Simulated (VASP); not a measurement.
# VO2 (P4_2/mnm) in VASP: single point with PBE

Aim: the single point of VO2 with PBE.

Everything below comes from runs of VASP 6.6.1. Logs are shortened: lines on timing, memory, paths and dates and some standing lists are left out, and cuts for length are marked.

### Step 1. The cell of the first run

The structure is tetragonal, space group P4_2/mnm (No. 136). Conventional cell: a = 4.598 Å, b = 4.598 Å, c = 2.851 Å, α = 90.00°, β = 90.00°, γ = 90.00°. Within 2.6 Å of V (site symmetry mmm) lie 6 O at 1.93 to 1.95 Å. Within 2.6 Å of O (site symmetry m2m) lie 3 V at 1.93 to 1.95 Å and 1 O at 2.60 Å.

### Step 2. Single point, PBE, collinear spin

INCAR reads:

```
SYSTEM = VO2
  PREC = Accurate
  ENCUT = 600
  EDIFF = 1E-6
  ISMEAR = -1
  SIGMA = 0.03
  LREAL = .FALSE.
  LASPH = .TRUE.
  NELM = 200
  ALGO = Normal
  ISIF = 2
  LWAVE = .FALSE.
  LCHARG = .FALSE.
  ISPIN = 2
  MAGMOM = 0 2 0 0 0 0 0 0 0 0 0 0
  LORBIT = 11
  LMAXMIX = 4
  GGA = PE
  NBANDS = 66
  GGA_COMPAT = .FALSE.
```

KPOINTS reads:

```
regular mesh
0
G
  3 3 3
  0 0 0
```

POSCAR reads:

```
VO2
1.0
   -4.5983000000      0.0000000000      0.0000000000
    0.0000000000     -4.5983000000     -2.8514000000
    0.0000000000     -4.5983000000      2.8514000000
V O
4 8
Direct
    0.0000000000      0.0000000000      0.0000000000
    0.0000000000      0.5000000000      0.5000000000
    0.5000000000      0.0000000000      0.5000000000
    0.5000000000      0.5000000000      0.0000000000
    0.3001000000      0.6500500000      0.6500500000
    0.3001000000      0.1500500000      0.1500500000
    0.1999000000      0.6500500000      0.1500500000
    0.1999000000      0.1500500000      0.6500500000
    0.6999000000      0.8499500000      0.8499500000
    0.6999000000      0.3499500000      0.3499500000
    0.8001000000      0.8499500000      0.3499500000
    0.8001000000      0.3499500000      0.8499500000
```

Potentials or basis: VASP PAW PBE potentials, release 64 (V_sv, O).

The run is started by

```sh
$ cat potpaw_PBE.64/V_sv/POTCAR potpaw_PBE.64/O/POTCAR > POTCAR
$ mpirun -np 1 vasp_std > vasp.out
```

OUTCAR:

```text
SYSTEM = VO2
   PREC = Accurate
   ENCUT = 600
   EDIFF = 1E-6
   ISMEAR = -1
   LREAL = .FALSE.
   LASPH = .TRUE.
   NELM = 200
   ISIF = 2
   ISPIN = 2
   LORBIT = 11
   GGA = PE

 ion  position               nearest neighbor table
   1  0.000  0.000  0.000-   7 1.93   8 1.93  11 1.93  12 1.93   6 1.95   9 1.95   2 2.85   2 2.85

   2  0.000  0.500  0.500-   7 1.93   8 1.93  11 1.93  12 1.93   5 1.95  10 1.95   1 2.85   1 2.85

   3  0.500  0.000  0.500-   5 1.93   6 1.93   9 1.93  10 1.93   8 1.95  11 1.95   4 2.85   4 2.85

   4  0.500  0.500  0.000-   5 1.93   6 1.93   9 1.93  10 1.93   7 1.95  12 1.95   3 2.85   3 2.85

   5  0.300  0.650  0.650-   3 1.93   4 1.93   2 1.95
   6  0.300  0.150  0.150-   3 1.93   4 1.93   1 1.95
   7  0.200  0.650  0.150-   1 1.93   2 1.93   4 1.95
   8  0.200  0.150  0.650-   1 1.93   2 1.93   3 1.95
   9  0.700  0.850  0.850-   3 1.93   4 1.93   1 1.95
  10  0.700  0.350  0.350-   3 1.93   4 1.93   2 1.95
  11  0.800  0.850  0.350-   1 1.93   2 1.93   3 1.95
  12  0.800  0.350  0.850-   1 1.93   2 1.93   4 1.95

  LATTYP: Found a base centered orthorhombic cell.
 ALAT       =     5.7028000000
 B/A-ratio  =     1.6126464193
 C/A-ratio  =     0.8063232097

  Lattice vectors:

 A1 = (   0.0000000000,   4.5983000000,  -2.8514000000)
 A2 = (   0.0000000000,  -4.5983000000,  -2.8514000000)
 A3 = (  -4.5983000000,   0.0000000000,   0.0000000000)

Analysis of symmetry for initial positions (statically):
=====================================================================
 Subroutine PRICEL returns following result:

  LATTYP: Found a simple tetragonal cell.
 ALAT       =     4.5983000000
 C/A-ratio  =     0.6200987321

  Lattice vectors:

 A1 = (   4.5983000000,   0.0000000000,   0.0000000000)
 A2 = (   0.0000000000,  -4.5983000000,   0.0000000000)
 A3 = (   0.0000000000,   0.0000000000,  -2.8514000000)

   2 primitive cells build up your supercell.

 Routine SETGRP: Setting up the symmetry group for a
 base centered orthorhombic supercell.

 Subroutine GETGRP returns: Found  8 space group operations
 (whereof  4 operations were pure point group operations)
 out of a pool of  8 trial point group operations.

The static configuration has the point symmetry C_2h.
 The point group associated with its full space group is D_2h.

Analysis of symmetry for dynamics (positions and initial velocities):
[... 196 lines left out ...]
 fundamental gap:      0.0246985414
 Fermi energy:         6.0297677551

 spin component 1

 k-point     1 :       0.0000    0.0000    0.0000
  band No.  band energies     occupation
      1     -60.0664      1.00000
      2     -60.0583      1.00000
      3     -60.0307      1.00000
      4     -60.0306      1.00000
      5     -34.1350      1.00000
      6     -34.1349      1.00000
[... 639 lines left out ...]
     61       8.4548      0.00000
     62       8.5159      0.00000
 Fermi energy:         6.0297677551

 spin component 2

 k-point     1 :       0.0000    0.0000    0.0000
  band No.  band energies     occupation
      1     -58.9597      1.00000
      2     -58.9510      1.00000
      3     -58.9224      1.00000
      4     -58.9223      1.00000
      5     -33.0875      1.00000
      6     -33.0874      1.00000
[... 639 lines left out ...]
     61       9.0196      0.00000
     62       9.1787      0.00000
 [bands above 62 left out]

------------------------ aborting loop because EDIFF is reached ----------------------------------------

  FORCE on cell =-STRESS in cart. coord.  units (eV):
  Direction    XX          YY          ZZ          XY          YZ          ZX
  --------------------------------------------------------------------------------------
  -------------------------------------------------------------------------------------
  Total       -1.2869884     -1.3576509     -1.6660888     -0.0003703      0.0000000      0.0000000
  in kB      -17.1002504    -18.0391451    -22.1373683     -0.0049197      0.0000000      0.0000000
  external PRESSURE =     -19.0922546 kB  Pullay stress =       0.0000000 kB

 VOLUME and BASIS-vectors are now :
 -----------------------------------------------------------------------------
  energy-cutoff  :      600.00
  volume of cell :      120.58
      direct lattice vectors                 reciprocal lattice vectors
    -4.598300000  0.000000000  0.000000000    -0.217471674  0.000000000  0.000000000
     0.000000000 -4.598300000 -2.851400000     0.000000000 -0.108735837 -0.175352458
     0.000000000 -4.598300000  2.851400000     0.000000000 -0.108735837  0.175352458

 POSITION                                       TOTAL-FORCE (eV/Angst)
 -----------------------------------------------------------------------------------
      0.00000      0.00000      0.00000         0.000000      0.000000      0.000000
      0.00000     -4.59830      0.00000         0.000000      0.000000      0.000000
     -2.29915     -2.29915      1.42570         0.000000      0.000000      0.000000
     -2.29915     -2.29915     -1.42570         0.000000      0.000000      0.000000
     -1.37995     -5.97825      0.00000         0.021259      0.028669      0.000000
     -1.37995     -1.37995      0.00000         0.021402      0.028899      0.000000
     -0.91920     -3.67910     -1.42570        -0.021281      0.028695     -0.000286
     -0.91920     -3.67910      1.42570        -0.021281      0.028695      0.000286
     -3.21835     -7.81665      0.00000        -0.021402     -0.028899      0.000000
     -3.21835     -3.21835      0.00000        -0.021259     -0.028669      0.000000
     -3.67910     -5.51750     -1.42570         0.021281     -0.028695     -0.000286
     -3.67910     -5.51750      1.42570         0.021281     -0.028695      0.000286
 -----------------------------------------------------------------------------------
    total drift:                               -0.000000      0.000000     -0.000000

  FREE ENERGIE OF THE ION-ELECTRON SYSTEM (eV)
  ---------------------------------------------------
  free  energy   TOTEN  =      -103.9242310564 eV

  energy  without entropy=     -103.9053547837  energy(sigma->0) =     -103.91479292

 total charge

# of ion       s       p       d       tot
------------------------------------------
    1        2.277   6.326   2.886  11.489
    2        2.277   6.326   2.886  11.489
    3        2.277   6.326   2.886  11.489
    4        2.277   6.326   2.886  11.489
    5        1.568   3.469   0.000   5.038
    6        1.568   3.469   0.000   5.037
    7        1.568   3.469   0.000   5.037
    8        1.568   3.469   0.000   5.037
    9        1.568   3.469   0.000   5.037
   10        1.568   3.469   0.000   5.038
   11        1.568   3.469   0.000   5.037
   12        1.568   3.469   0.000   5.037
--------------------------------------------------
tot         21.655  53.055  11.545  86.255

 magnetization (x)

# of ion       s       p       d       tot
------------------------------------------
    1        0.013   0.012   1.025   1.051
    2        0.013   0.012   1.025   1.051
    3        0.013   0.012   1.025   1.051
    4        0.013   0.012   1.025   1.051
    5       -0.002  -0.052   0.000  -0.054
    6       -0.002  -0.052   0.000  -0.054
    7       -0.002  -0.052   0.000  -0.054
    8       -0.002  -0.052   0.000  -0.054
    9       -0.002  -0.052   0.000  -0.054
   10       -0.002  -0.052   0.000  -0.054
   11       -0.002  -0.052   0.000  -0.054
   12       -0.002  -0.052   0.000  -0.054
--------------------------------------------------
tot          0.037  -0.368   4.101   3.770
```

stdout:

```text
POSCAR found type information on POSCAR V O
 POSCAR found :  2 types and      12 ions
 scaLAPACK will be used
 LDA part: xc-table for (Slater+PW92), standard interpolation
 POSCAR, INCAR and KPOINTS ok, starting setup
 FFT: planning ... GRIDC
 FFT: planning ... GRID_SOFT
 FFT: planning ... GRID
 WAVECAR not read
 entering main loop
```

It took 5.8 min on 1 thread of Intel Xeon Platinum 8259CL at 2.50GHz (Skylake/Cascade Lake), shared host; peak memory 0.43 GiB.

What came out:

| Item | Value |
| --- | --- |
| Free energy | -103.9242 eV |
| Pressure | -1.9 GPa |
| Largest force | 0.036 eV/Å |
| Band gap on the k mesh | zero (filled and empty bands overlap) |
| Net moment | 4.00 μB per cell |
| Site moments | V +1.05; O -0.05 μB |
| Valence electrons inside the program's atomic spheres | V 11.49; O 5.04 |

Forces on the atoms (eV/Å):
```
V    0.000  0.000  0.000
V    0.000  0.000  0.000
V    0.000  0.000  0.000
V    0.000  0.000  0.000
O    0.021  0.029  0.000
O    0.021  0.029  0.000
O   -0.021  0.029  0.000
O   -0.021  0.029  0.000
O   -0.021 -0.029  0.000
O   -0.021 -0.029  0.000
O    0.021 -0.029  0.000
O    0.021 -0.029  0.000
```

Levels at points of the mesh, in eV from the Fermi level:
Spin up:
```csv
k point,band 48,band 49,band 50,band 51,band 52,band 53,band 54,band 55,band 56,band 57
"(0.00, 0.00, 0.00)",-1.47,-1.01,-0.83,-0.83,-0.79,-0.33,-0.32,-0.22,0.49,0.49
```
Spin down:
```tsv
k point	band 46	band 47	band 48	band 49	band 50	band 51
(0.00, 0.00, 0.00)	-1.97	-1.96	-1.48	0.25	0.29	0.33
```

Caveat: the k points lie up to 0.46 Å⁻¹ apart; semilocal functionals often make such compounds metallic where correlation or magnetic order opens a gap, which also shifts bond lengths. With open d or f shells a metallic result of PBE can be an artefact of self-interaction; +U or a hybrid may open a gap.
